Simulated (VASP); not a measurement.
# TaAs (I4_1md) in VASP: electric field gradients with PBE

Aim: the electric field gradients of TaAs with PBE.

Everything below comes from runs of VASP 6.6.1. Logs are shortened: lines on timing, memory, paths and dates and some standing lists are left out, and cuts for length are marked.

### Step 1. The cell of the first run

The structure is tetragonal, space group I4_1md (No. 109). Conventional cell: a = 3.463 Å, b = 3.463 Å, c = 11.736 Å, α = 90.00°, β = 90.00°, γ = 90.00°. Within 3.5 Å of Ta (site symmetry 2mm) lie 6 As at 2.62 to 2.63 Å and 8 Ta at 3.41 to 3.46 Å. As (site symmetry 2mm) has 6 Ta at 2.62 to 2.63 Å and 8 As at 3.41 to 3.46 Å within 3.5 Å.

### Step 2. Electric field gradients, PBE

The input, INCAR:

```
SYSTEM = TaAs
ALGO = Normal ; EDIFF = 1E-8
ENCUT = 520 ; GGA = PE
ISIF = 2 ; ISMEAR = 0
LASPH = .True. ; LCHARG = .False.
LEFG = .True. ; LREAL = .False.
LWAVE = .False. ; NBANDS = 24
NELM = 100 ; PREC = Accurate
SIGMA = 0.05
```

The input, KPOINTS:

```
k-points
0
Gamma
  16 16 16
  0 0 0
```

The input, POSCAR:

```
TaAs
1.0
   -1.7313530363      1.7313530363      5.8680878891
    1.7313530363     -1.7313530363      5.8680878891
    1.7313530363      1.7313530363     -5.8680878891
Ta As
2 2
Direct
    0.5001693820      1.0001693820      0.5000000000
    0.7501693820      0.7501693820      0.0000000000
    0.0824300380      0.5824300380      0.5000000000
    0.3324300380      0.3324300380      0.0000000000
```

Potentials or basis: VASP PAW PBE potentials, release 64 (Ta_pv, As).

Launch:

```sh
> cat potpaw_PBE.64/Ta_pv/POTCAR potpaw_PBE.64/As/POTCAR > POTCAR
> mpirun -np 1 vasp_std > vasp.out
```

OUTCAR:

```text
SYSTEM = TaAs
   EDIFF = 1E-8
   ENCUT = 520
   GGA = PE
   ISIF = 2
   ISMEAR = 0
   LASPH = .True.
   LREAL = .False.
   NELM = 100
   PREC = Accurate

 ion  position               nearest neighbor table
   1  0.500  0.000  0.500-   4 2.62   4 2.62   3 2.63   3 2.63   3 2.63   3 2.63   2 3.41   2 3.41
                             2 3.41   2 3.41
   2  0.750  0.750  0.000-   3 2.62   3 2.62   4 2.63   4 2.63   4 2.63   4 2.63   1 3.41   1 3.41
                             1 3.41   1 3.41
   3  0.082  0.582  0.500-   2 2.62   2 2.62   1 2.63   1 2.63   1 2.63   1 2.63
   4  0.332  0.332  0.000-   1 2.62   1 2.62   2 2.63   2 2.63   2 2.63   2 2.63

  LATTYP: Found a body centered tetragonal cell.
 ALAT       =     3.4627060726
 C/A-ratio  =     3.3893075335

  Lattice vectors:

 A1 = (  -1.7313530363,   1.7313530363,   5.8680878891)
 A2 = (   1.7313530363,  -1.7313530363,   5.8680878891)
 A3 = (   1.7313530363,   1.7313530363,  -5.8680878891)

Analysis of symmetry for initial positions (statically):
=====================================================================
 Subroutine PRICEL returns:
 Original cell was already a primitive cell.

 Routine SETGRP: Setting up the symmetry group for a
 body centered tetragonal supercell.

 Subroutine GETGRP returns: Found  8 space group operations
 (whereof  4 operations were pure point group operations)
 out of a pool of 16 trial point group operations.

The static configuration has the point symmetry C_2v.
 The point group associated with its full space group is C_4v.

Analysis of symmetry for dynamics (positions and initial velocities):
=====================================================================
 Subroutine PRICEL returns:
 Original cell was already a primitive cell.

 Routine SETGRP: Setting up the symmetry group for a
 body centered tetragonal supercell.

 Subroutine GETGRP returns: Found  8 space group operations
 (whereof  4 operations were pure point group operations)
 out of a pool of 16 trial point group operations.

The dynamic configuration has the point symmetry C_2v.
 The point group associated with its full space group is C_4v.

 Subroutine INISYM returns: Found  8 space group operations
 (whereof  4 operations are pure point group operations),
 and found     1 'primitive' translations

[... 146 lines left out ...]
 E-fermi :   6.8771     XC(G=0): -11.8558

 val. band max:        6.8712817446   @ k =  -0.3125   0.4375   0.3125
 cond. band min:       6.8839379169   @ k =  -0.1875   0.3125   0.1875
 fundamental gap:      0.0126561723
 Fermi energy:         6.8771046453

 k-point     1 :       0.0000    0.0000    0.0000
  band No.  band energies     occupation
      1     -28.1315      2.00000
      2     -28.1009      2.00000
      3     -28.1009      2.00000
      4     -27.9556      2.00000
      5     -27.9556      2.00000
      6     -27.9020      2.00000
[... 637 lines left out ...]
     23      10.7162      0.00000
     24      10.7645      0.00000

 [... further k-points ...]

------------------------ aborting loop because EDIFF is reached ----------------------------------------

  FORCE on cell =-STRESS in cart. coord.  units (eV):
  Direction    XX          YY          ZZ          XY          YZ          ZX
  --------------------------------------------------------------------------------------
  -------------------------------------------------------------------------------------
  Total        0.2061097      0.2061097      0.1539191      0.0000000      0.0000000      0.0000000
  in kB        4.6933312      4.6933312      3.5048957      0.0000000      0.0000000      0.0000000
  external PRESSURE =       4.2971861 kB  Pullay stress =       0.0000000 kB

 VOLUME and BASIS-vectors are now :
 -----------------------------------------------------------------------------
  energy-cutoff  :      520.00
  volume of cell :       70.36
      direct lattice vectors                 reciprocal lattice vectors
    -1.731353036  1.731353036  5.868087889     0.000000000  0.288791477  0.085206631
     1.731353036 -1.731353036  5.868087889     0.288791477  0.000000000  0.085206631
     1.731353036  1.731353036 -5.868087889     0.288791477  0.288791477  0.000000000

 POSITION                                       TOTAL-FORCE (eV/Angst)
 -----------------------------------------------------------------------------------
      0.00000      1.73135      0.00199         0.000000      0.000000      0.002191
      0.00000      0.00000      8.80412        -0.000000     -0.000000      0.002191
      1.73135      0.00000      0.96741        -0.000000      0.000000     -0.002191
      0.00000      0.00000      3.90146         0.000000     -0.000000     -0.002191
 -----------------------------------------------------------------------------------
    total drift:                                0.000000      0.000000     -0.000012

  FREE ENERGIE OF THE ION-ELECTRON SYSTEM (eV)
  ---------------------------------------------------
  free  energy   TOTEN  =       -35.1169522898 eV

  energy  without entropy=      -35.1164564445  energy(sigma->0) =      -35.11670437

 Electric field gradients (V/A^2)
---------------------------------------------------------------------
 ion       V_xx      V_yy      V_zz      V_xy      V_xz      V_yz
---------------------------------------------------------------------
   1      12.208   -18.403     6.194     0.001     0.000     0.000
   2     -18.403    12.208     6.194     0.001     0.000     0.000
   3      -6.887   -12.761    19.648    -0.000    -0.000    -0.000
   4     -12.761    -6.887    19.648    -0.000    -0.000    -0.000
---------------------------------------------------------------------

 Electric field gradients after diagonalization (V/A^2)
 (convention: |V_zz| > |V_xx| > |V_yy|)
----------------------------------------------------------------------
 ion       V_xx      V_yy      V_zz     asymmetry (V_yy - V_xx)/ V_zz
----------------------------------------------------------------------
   1      12.208     6.194   -18.403       0.327
   2      12.208     6.194   -18.403       0.327
   3     -12.761    -6.887    19.648       0.299
   4     -12.761    -6.887    19.648       0.299
----------------------------------------------------------------------

           NMR quadrupolar parameters

 Cq : quadrupolar parameter    Cq=e*Q*V_zz/h
 eta: asymmetry parameters     (V_yy - V_xx)/ V_zz
 Q  : nuclear electric quadrupole moment in mb (millibarn)
----------------------------------------------------------------------
 ion       Cq(MHz)       eta       Q (mb)
----------------------------------------------------------------------
   1      -0.044       0.327       1.000
   2      -0.044       0.327       1.000
   3       0.048       0.299       1.000
   4       0.048       0.299       1.000
----------------------------------------------------------------------
```

Wall time 32 min (1 thread of Intel Xeon 8259CL, shared host); peak memory 0.72 GiB.

Results:

```yaml
Free_energy: -35.1170 eV
Pressure: 0.4 GPa
Band_gap_on_the_k_mesh: zero (bands 16 and 17 overlap by 0.06 eV)
Largest_electric_field_gradient_by_atom: Ta -18.4; As +19.6 V/Å²
```

Forces in eV/Å, atoms in the order of the input:
```
Ta   0.000  0.000  0.002
Ta   0.000  0.000  0.002
As   0.000  0.000 -0.002
As   0.000  0.000 -0.002
```

Electric field gradients, principal values (V/Å²):
| atom | least | middle | greatest (by size) |
| --- | --- | --- | --- |
| 1 Ta | 6.194 | 12.208 | -18.403 |
| 2 Ta | 6.194 | 12.208 | -18.403 |
| 3 As | -6.887 | -12.761 | 19.648 |
| 4 As | -6.887 | -12.761 | 19.648 |

Caveat: without QUAD_EFG the Cq values of the log hold for a quadrupole moment of 1 mb, not for the nuclei; spin-orbit coupling is left out, which moves the levels of the heavy elements.
